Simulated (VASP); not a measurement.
# Be2S (P-6m2) in VASP: further runs

Be2S is run at these levels: PBE; tasks: single point, relaxation of cell and atoms.

Program: VASP 6.6.1. These are calculated values, not measurements. Logs are shortened: lines on timing, memory, paths and dates and some standing lists are left out, and cuts for length are marked.

### Step 1. The cell of the first run

The structure is hexagonal, space group P-6m2 (No. 187). Conventional cell: a = 3.257 Å, b = 3.257 Å, c = 4.452 Å, α = 90.00°, β = 90.00°, γ = 120.00°. Be (site symmetry 3m) has 2 Be at 2.09 to 2.37 Å and 3 S at 2.22 Å within 2.8 Å. Within 2.9 Å of S (site symmetry -6m2) lie 6 Be at 2.22 Å.

### Step 2. Single point, PBE

Contents of INCAR:

```
SYSTEM = Be2S
PREC     = Accurate       ! precision mode
ENCUT    = 520            ! plane-wave cutoff, eV
EDIFF    = 1E-6           ! SCF threshold, eV
ISMEAR   = 0              ! smearing method
SIGMA    = 0.2            ! smearing width, eV
LREAL    = .FALSE.        ! projectors in reciprocal space
LASPH    = .TRUE.         ! aspherical terms in the spheres
NELM     = 60             ! most SCF steps
ALGO     = Normal         ! electronic algorithm
ISIF     = 2              ! what is computed and relaxed
LWAVE    = .FALSE.        ! write WAVECAR
LCHARG   = .TRUE.         ! write CHGCAR
GGA      = PE             ! functional
LELF     = .TRUE.         ! ELF
LVHAR    = .TRUE.       
NBANDS   = 12             ! bands
```

Contents of KPOINTS:

```
regular mesh
0
G
  7 7 5
  0 0 0
```

Contents of POSCAR:

```
Be2S
1.0
    3.2571756693      0.0000000000      0.0000000000
   -1.6285878347      2.8207968742      0.0000000000
    0.0000000000      0.0000000000      4.4524756216
Be S
2 1
Direct
    0.3333333333      0.6666666667      0.7342918731
    0.3333333333      0.6666666667      0.2657081269
    0.0000000000      0.0000000000      0.0000000000
```

Potentials or basis: VASP PAW PBE potentials, release 64 (Be, S).

On the command line:

```sh
cat potpaw_PBE.64/Be/POTCAR potpaw_PBE.64/S/POTCAR > POTCAR
mpirun -np 1 vasp_std > vasp.out
```

OUTCAR:

```text
SYSTEM = Be2S
   PREC = Accurate
   ENCUT = 520
   EDIFF = 1E-6
   ISMEAR = 0
   LREAL = .FALSE.
   LASPH = .TRUE.
   NELM = 60
   ISIF = 2
   GGA = PE

 ion  position               nearest neighbor table
   1  0.333  0.667  0.734-   2 2.09   3 2.22   3 2.22   3 2.22   2 2.37
   2  0.333  0.667  0.266-   1 2.09   3 2.22   3 2.22   3 2.22   1 2.37
   3  0.000  0.000  0.000-   1 2.22   2 2.22   1 2.22   2 2.22   1 2.22   2 2.22

  LATTYP: Found a hexagonal cell.
 ALAT       =     3.2571756693
 C/A-ratio  =     1.3669743587

  Lattice vectors:

 A1 = (   3.2571756693,   0.0000000000,   0.0000000000)
 A2 = (  -1.6285878347,   2.8207968742,   0.0000000000)
 A3 = (   0.0000000000,   0.0000000000,   4.4524756216)

Analysis of symmetry for initial positions (statically):
=====================================================================
 Subroutine PRICEL returns:
 Original cell was already a primitive cell.

 Routine SETGRP: Setting up the symmetry group for a
 hexagonal supercell.

 Subroutine GETGRP returns: Found 12 space group operations
 (whereof 12 operations were pure point group operations)
 out of a pool of 24 trial point group operations.

The static configuration has the point symmetry D_3h.

Analysis of symmetry for dynamics (positions and initial velocities):
=====================================================================
 Subroutine PRICEL returns:
 Original cell was already a primitive cell.

 Routine SETGRP: Setting up the symmetry group for a
 hexagonal supercell.

 Subroutine GETGRP returns: Found 12 space group operations
 (whereof 12 operations were pure point group operations)
 out of a pool of 24 trial point group operations.

The dynamic configuration has the point symmetry D_3h.

 Subroutine INISYM returns: Found 12 space group operations
 (whereof 12 operations are pure point group operations),
 and found     1 'primitive' translations

----------------------------------------------------------------------------------------

                                     Primitive cell

  volume of cell :      40.9086

  direct lattice vectors                    reciprocal lattice vectors
     3.257175669  0.000000000  0.000000000     0.307014451  0.177254876  0.000000000
    -1.628587835  2.820796874  0.000000000     0.000000000  0.354509752  0.000000000
     0.000000000  0.000000000  4.452475622     0.000000000  0.000000000  0.224594155

  length of vectors
     3.257175669  3.257175669  4.452475622     0.354509752  0.354509752  0.224594155

  position of ions in fractional coordinates (direct lattice)
     0.333333333  0.666666667  0.734291873
     0.333333333  0.666666667  0.265708127
     0.000000000  0.000000000  0.000000000

  ion indices of the primitive-cell ions
   primitive index   ion index
                 1           1
                 2           2
                 3           3

----------------------------------------------------------------------------------------

 KPOINTS: regular mesh

Automatic generation of k-mesh.
 Grid dimensions read from file:
 generate k-points for:    7    7    5

 Generating k-lattice:

  Cartesian coordinates                     Fractional coordinates (reciprocal lattice)
     0.043859207  0.025322125  0.000000000     0.142857143  0.000000000  0.000000000
     0.000000000  0.050644250  0.000000000     0.000000000  0.142857143  0.000000000
     0.000000000  0.000000000  0.044918831     0.000000000  0.000000000  0.200000000

  Length of vectors
     0.050644250  0.050644250  0.044918831

  Shift w.r.t. Gamma in fractional coordinates (k-lattice)
     0.000000000  0.000000000  0.000000000

 Subroutine IBZKPT returns following result:
 ===========================================

 Found     24 irreducible k-points:

 Following reciprocal coordinates:
            Coordinates               Weight
  0.000000  0.000000  0.000000      1.000000
  0.142857 -0.000000  0.000000      6.000000
  0.285714 -0.000000  0.000000      6.000000
  0.428571  0.000000  0.000000      6.000000
  0.142857  0.142857  0.000000      6.000000
  0.285714  0.142857  0.000000     12.000000
[... 16 lines left out ...]
  0.428571  0.142857  0.400000     12.000000
  0.285714  0.285714  0.400000     12.000000
   k-points           NKPTS =     24   k-points in BZ     NKDIM =     24   number of bands    NBANDS=     12
   number of dos      NEDOS =    301   number of ions     NIONS =      3
   total plane-waves  NPLWV =  20736
   dimension x,y,z NGX =    24 NGY =   24 NGZ =   36
   dimension x,y,z NGXF=    48 NGYF=   48 NGZF=   72
   ions per type =               2   1
   NGX,Y,Z   is equivalent  to a cutoff of  12.25, 12.25, 13.44 a.u.
   NGXF,Y,Z  is equivalent  to a cutoff of  24.50, 24.50, 26.88 a.u.
 SYSTEM =  Be2S
   PREC   = accura    normal or accurate (medium, high low for compatibility)
   ISTART =      0    job   : 0-new  1-cont  2-samecut
   ICHARG =      2    charge: 1-file 2-atom 10-const
   ISPIN  =      1    spin polarized calculation?
   LNONCOLLINEAR =      F non collinear calculations
   LSORBIT =      F    spin-orbit coupling
   LASPH  =      T    aspherical Exc in radial PAW
   ENCUT  =  520.0 eV  38.22 Ry    6.18 a.u.   6.06  6.06  8.28*2*pi/ulx,y,z
   NELM   =     60;   NELMIN=  2; NELMDL= -5     # of ELM steps
   EDIFF  = 0.1E-05   stopping-criterion for ELM
   LREAL  =      F    real-space projection
   EDIFFG = 0.1E-04   stopping-criterion for IOM
   NSW    =      0    number of steps for IOM
   IBRION =     -1    ionic relax: 0-MD 1-quasi-New 2-CG
   NFREE  =      0    steps in history (QN), initial steepest desc. (CG)
   ISIF   =      2    stress and relaxation
   ISYM   =      2    0-nonsym 1-usesym 2-fastsym
   POTIM  = 0.5000    time-step for ionic-motion
   TEBEG  =    0.0;   TEEND  =   0.0 temperature during run
   PSTRESS=    0.0 pullay stress
   NELECT =      10.0000    total number of electrons
   NUPDOWN=      -1.0000    fix difference up-down
   EMIN   =  10.00;   EMAX   =-10.00  energy-range for DOS
   EFERMI =   0.00;   METHOD = LEGACY
   ISMEAR =     0;   SIGMA  =   0.20  broadening in eV -4-tet -1-fermi 0-gaus
   EFERMI_NEDOS =   21; number of points for ismear=-14 and -15
   IALGO  =     38    algorithm
   IMIX   =      4    mixing-type and parameters
     AMIX     =   0.40;   BMIX     =  1.00
     AMIX_MAG =   1.60;   BMIX_MAG =  1.00
  volume/ion in A,a.u.               =      13.64        92.02
  Fermi-wavevector in a.u.,A,eV,Ry     =   1.023615  1.934352 14.256017  1.047788
  Thomas-Fermi vector in A             =   2.157358
   LORBIT       =      0    0 simple, 1 ext, 2 COOP (PROOUT), +10 PAW based schemes
   GGA     = PE    functional components
   LHFCALC =     F    Hartree Fock is set to
   AEXX    =    0.0000 exact exchange contribution
   IVDW    =     0    specifies the selected vdW correction
   LEPSILON=     F    determine dielectric tensor
   LRPA    =     F    only Hartree local field effects (RPA)
 non-spin polarized calculation
 Gauss-broadening in eV      SIGMA  =   0.20
  energy-cutoff  :      520.00
  volume of cell :       40.91
 maximum number of plane-waves:      1121
   NGX = 13   NGY = 13   NGZ = 17

 number of electron      10.0000001 magnetization

 Free energy of the ion-electron system (eV)
  ---------------------------------------------------
  ext. energy  EPLUGINS =         0.00000000
  ---------------------------------------------------
  free energy    TOTEN  =       -11.60983735 eV

  energy without entropy =      -11.60611166  energy(sigma->0) =      -11.60797451

 E-fermi :   5.2994     XC(G=0):  -9.5884

 val. band max:        5.0455837370   @ k =   0.1429  -0.0000   0.4000
 cond. band min:       5.5163290668   @ k =   0.2857   0.2857   0.4000
 fundamental gap:      0.4707453298
 Fermi energy:         5.2993720672

 k-point     1 :       0.0000    0.0000    0.0000
  band No.  band energies     occupation
      1     -10.7822      2.00000
      2      -0.6016      2.00000
      3       1.7036      2.00000
      4       2.8377      2.00000
      5       2.8377      2.00000
      6       8.2005      0.00000
      7       9.4418      0.00000
      8       9.4418      0.00000
      9      12.9295      0.00000
     10      12.9295      0.00000
     11      14.7681      0.00000
     12      16.3072      0.00000

 k-point     2 :       0.1429   -0.0000    0.0000
  band No.  band energies     occupation
      1     -10.5294      2.00000
      2      -0.4011      2.00000
      3       1.2288      2.00000
      4       2.0405      2.00000
      5       2.4019      2.00000
      6       8.4988      0.00000
      7      10.1004      0.00000
      8      10.3131      0.00000
      9      11.4254      0.00000
     10      12.3184      0.00000
     11      14.1805      0.00000
     12      14.7316      0.00000

 k-point     3 :       0.2857   -0.0000    0.0000
  band No.  band energies     occupation
      1      -9.8443      2.00000
      2      -1.2675      2.00000
      3       0.1298      2.00000
      4       1.6500      2.00000
      5       2.9433      2.00000
      6       7.4671      0.00000
      7       9.0402      0.00000
      8      10.4813      0.00000
      9      11.3614      0.00000
     10      11.9439      0.00000
     11      13.8578      0.00000
     12      14.8375      0.00000

 k-point     4 :       0.4286    0.0000    0.0000
  band No.  band energies     occupation
      1      -9.0817      2.00000
      2      -3.0644      2.00000
      3       0.6857      2.00000
      4       1.1757      2.00000
      5       4.2656      2.00000
      6       6.3809      0.00000
      7       7.4290      0.00000
      8       8.7842      0.00000
      9      10.7908      0.00000
     10      12.7244      0.00000
     11      14.9475      0.00000
     12      15.4131      0.00000

 k-point     5 :       0.1429    0.1429    0.0000
  band No.  band energies     occupation
      1     -10.0570      2.00000
      2      -0.4074      2.00000
      3      -0.0318      2.00000
      4       1.3398      2.00000
      5       2.7068      2.00000
      6       9.1788      0.00000
      7       9.5481      0.00000
      8       9.8684      0.00000
      9      11.1009      0.00000
     10      11.8863      0.00000
     11      12.7693      0.00000
     12      15.2417      0.00000
[... 228 lines left out ...]
      1      -9.9684      2.00000
      2      -1.4614      2.00000
      3      -0.3041      2.00000
      4       1.5279      2.00000
      5       5.0012      1.96503
      6       8.7324      0.00000
      7       9.0531      0.00000
      8       9.6010      0.00000
      9      10.4584      0.00000
     10      12.5936      0.00000
     11      13.7446      0.00000
     12      13.9745      0.00000

 k-point    22 :       0.2857    0.1429    0.4000
  band No.  band energies     occupation
      1      -9.2106      2.00000
      2      -2.1419      2.00000
      3      -0.5997      2.00000
      4       0.5104      2.00000
      5       4.3662      2.00000
      6       7.1924      0.00000
      7       8.8613      0.00000
      8       9.5109      0.00000
      9      12.2926      0.00000
     10      13.1737      0.00000
     11      13.8951      0.00000
     12      15.4155      0.00000

 k-point    23 :       0.4286    0.1429    0.4000
  band No.  band energies     occupation
      1      -8.7594      2.00000
      2      -3.0231      2.00000
      3      -0.0200      2.00000
      4       0.1623      2.00000
      5       3.6785      2.00000
      6       6.7523      0.00000
      7       8.7165      0.00000
      8       9.8555      0.00000
      9      11.9043      0.00000
     10      13.9388      0.00000
     11      15.1295      0.00000
     12      15.7568      0.00000

 k-point    24 :       0.2857    0.2857    0.4000
  band No.  band energies     occupation
      1      -8.6663      2.00000
      2      -2.5834      2.00000
      3      -0.9998      2.00000
      4       0.0937      2.00000
      5       4.1835      2.00000
      6       5.5163      0.12500
      7      10.3143      0.00000
      8      11.4940      0.00000
      9      11.7056      0.00000
     10      13.2102      0.00000
     11      14.6223      0.00000
     12      14.7824      0.00000

------------------------ aborting loop because EDIFF is reached ----------------------------------------

  FORCE on cell =-STRESS in cart. coord.  units (eV):
  Direction    XX          YY          ZZ          XY          YZ          ZX
  --------------------------------------------------------------------------------------
  -------------------------------------------------------------------------------------
  Total       -0.0102342     -0.0102342      0.0364371      0.0000000      0.0000000      0.0000000
  in kB       -0.4008212     -0.4008212      1.4270529      0.0000000      0.0000000      0.0000000
  external PRESSURE =       0.2084702 kB  Pullay stress =       0.0000000 kB

 VOLUME and BASIS-vectors are now :
 -----------------------------------------------------------------------------
  energy-cutoff  :      520.00
  volume of cell :       40.91
      direct lattice vectors                 reciprocal lattice vectors
     3.257175669  0.000000000  0.000000000     0.307014451  0.177254876  0.000000000
    -1.628587835  2.820796874  0.000000000     0.000000000  0.354509752  0.000000000
     0.000000000  0.000000000  4.452475622     0.000000000  0.000000000  0.224594155

 POSITION                                       TOTAL-FORCE (eV/Angst)
 -----------------------------------------------------------------------------------
     -0.00000      1.88053      3.26942         0.000000      0.000000     -0.007679
     -0.00000      1.88053      1.18306        -0.000000     -0.000000      0.007679
      0.00000      0.00000      0.00000         0.000000      0.000000      0.000000
 -----------------------------------------------------------------------------------
    total drift:                               -0.000000      0.000000      0.000000

  FREE ENERGIE OF THE ION-ELECTRON SYSTEM (eV)
  ---------------------------------------------------
  free  energy   TOTEN  =       -11.6098373492 eV

  energy  without entropy=      -11.6061116644  energy(sigma->0) =      -11.60797451
```

Wall time 9.1 s (1 thread of Intel Xeon Platinum 8375C at 2.90GHz (Ice Lake), shared host); peak memory 0.15 GiB.

Results:

- Free energy: -11.6098 eV
- Pressure: 0.0 GPa
- Largest force: 0.008 eV/Å
- Band gap on the k mesh: 0.47 eV, indirect (least direct gap 1.33 eV)

Forces in eV/Å, atoms in the order of the input:
```
Be   0.000  0.000 -0.008
Be   0.000  0.000  0.008
S    0.000  0.000  0.000
```

Stress tensor (GPa, compression positive):
```
-0.04  0.00  0.00
 0.00 -0.04  0.00
 0.00  0.00  0.14
```

Levels at points of the mesh, in eV from the valence-band top:
| k point | band 2 | band 3 | band 4 | band 5 | band 6 | band 7 | band 8 | band 9 |
| --- | --- | --- | --- | --- | --- | --- | --- | --- |
| (0.00, 0.00, 0.00) | -5.65 | -3.34 | -2.21 | -2.21 | 3.15 | 4.40 | 4.40 | 7.88 |

### Step 3. Relaxation of cell and atoms, PBE

This run uses another cell than the first one, of 12.10 Å³/atom, 0.888 times its volume.

Contents of INCAR:

```
PREC     = Accurate       # precision mode
ENCUT    = 600            # plane-wave cutoff, eV
EDIFF    = 1E-6           # SCF threshold, eV
ISMEAR   = 0              # smearing method
SIGMA    = 0.2            # smearing width, eV
LREAL    = F              # projectors in reciprocal space
LASPH    = T              # aspherical terms in the spheres
NELM     = 100            # most SCF steps
ALGO     = Normal         # electronic algorithm
ISIF     = 3              # what is computed and relaxed
LWAVE    = F              # write WAVECAR
LCHARG   = F              # write CHGCAR
GGA      = PE             # functional
IBRION   = 2              # ionic algorithm
NSW      = 36             # ionic steps
EDIFFG   = -0.08          # ionic threshold
```

Contents of KPOINTS:

```
regular mesh
0
Gamma
  7 7 5
```

Contents of POSCAR:

```
Be2S
1.0
    3.3000000000      0.0000000000      0.0000000000
   -1.6500000000      2.8578838300      0.0000000000
    0.0000000000      0.0000000000      3.8500000000
Be S
2 1
Direct
    0.3333333300      0.6666666700      0.7730000000
    0.3333333300      0.6666666700      0.2270000000
    0.0000000000      0.0000000000      0.0000000000
```

Potentials or basis: VASP PAW PBE potentials, release 64 (Be, S).

On the command line:

```sh
cat potpaw_PBE.64/Be/POTCAR potpaw_PBE.64/S/POTCAR > POTCAR
mpirun -np 1 vasp_std > vasp.out
```

It took 41 s on 1 thread of Intel Xeon Platinum 8375C at 2.90GHz (Ice Lake), shared host; peak memory 0.16 GiB.

The run converged. Its results:

| Property | Result |
| --- | --- |
| Free energy | -11.6090 eV |
| Relaxed volume | 13.68 Å³/atom |
| Relaxed cell | a = 3.262 Å, b = 3.262 Å, c = 4.455 Å, α = 90.00°, β = 90.00°, γ = 120.00° |
| Space group after relaxing (to 0.05 Å) | P-6m2 (No. 187) |
| Energy gained by relaxing | 347.9 meV/atom |
| Ionic steps | 7 |
| Pressure after relaxing | -0.2 GPa |
| Largest force after relaxing | 0.058 eV/Å |
| Band gap on the k mesh | 0.47 eV, indirect (least direct gap 1.34 eV) |

Forces on the atoms (eV/Å):
```
Be   0.000  0.000 -0.058
Be   0.000  0.000  0.058
S    0.000  0.000  0.000
```

Stress tensor (GPa, compression positive):
```
-0.29  0.00  0.00
 0.00 -0.29  0.00
 0.00  0.00 -0.03
```

The path:
```
step  energy change (eV)  largest force (eV/Å)  pressure (GPa)  volume (Å³)
   1              0.0000                4.5970           11.63        36.31
   2             -0.7948                2.5645            1.85        40.96
   3             -0.9212                0.8356            2.70        39.52
   4             -1.0384                0.1451           -0.28        41.06
   5             -1.0395                0.2292           -0.61        41.24
   6             -1.0395                0.2149           -0.53        41.21
   7             -1.0438                0.0578           -0.21        41.04
```

Final structure:
```
Be S
1.0
     3.26162    0.00000    0.00000
    -1.63081    2.82465    0.00000
     0.00000    0.00000    4.45482
Be S
2 1
Direct
  0.33333 0.66667 0.73484
  0.33333 0.66667 0.26516
  0.00000 0.00000 0.00000
```

Levels at points of the mesh, in eV from the valence-band top:
```csv
k point,band 2,band 3,band 4,band 5,band 6,band 7,band 8,band 9
"(0.00, 0.00, 0.00)",-5.65,-3.33,-2.24,-2.24,3.09,4.36,4.36,7.85
```

Caveat: the relaxation stopped at a loose force limit of 0.08 eV/Å, so its end isn't a converged minimum.

[end of part 1 of 2]
